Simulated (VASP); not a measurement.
AlN, 2 atoms in the cell. It takes space group I4/mmm (No. 139, tetragonal). Conventional cell: a = 2.766 Å, b = 2.766 Å, c = 3.938 Å, α = 90.00°, β = 90.00°, γ = 90.00°. Al (site symmetry 4/mmm) has 6 N at 1.96 to 1.97 Å within 2.6 Å. Within 2.6 Å of N (site symmetry 4/mmm) lie 6 Al at 1.96 to 1.97 Å. 

```yaml
Program: VASP 6.6.1
Task: single point
Functional: LDA
Potentials_or_basis: VASP PAW LDA potentials, release 64 (Al, N)
Cutoff: 520 eV
k_mesh: 8 × 8 × 8
Occupations: fermi-dirac, width 0.02 eV
Spin: no spin polarisation
Dipole_correction: no
Further_INCAR_settings: ALGO = Normal; EDIFF = 1e-06; NBANDS = 11
```

Potentials or basis: VASP PAW LDA potentials, release 64 (Al, N).

Launch:

```console
$ cat potpaw_LDA.64/Al/POTCAR potpaw_LDA.64/N/POTCAR > POTCAR
$ mpirun -np 1 vasp_std > vasp.out
```

Hardware: 1 thread of Intel Xeon 6975P-C, on a shared host.

Problem. How long does it take, and how much memory?

Solution. It took 3.6 s on 1 thread of Intel Xeon 6975P-C (shared host), peak memory 0.12 GiB. Counts: scf iterations 11, k points 59.
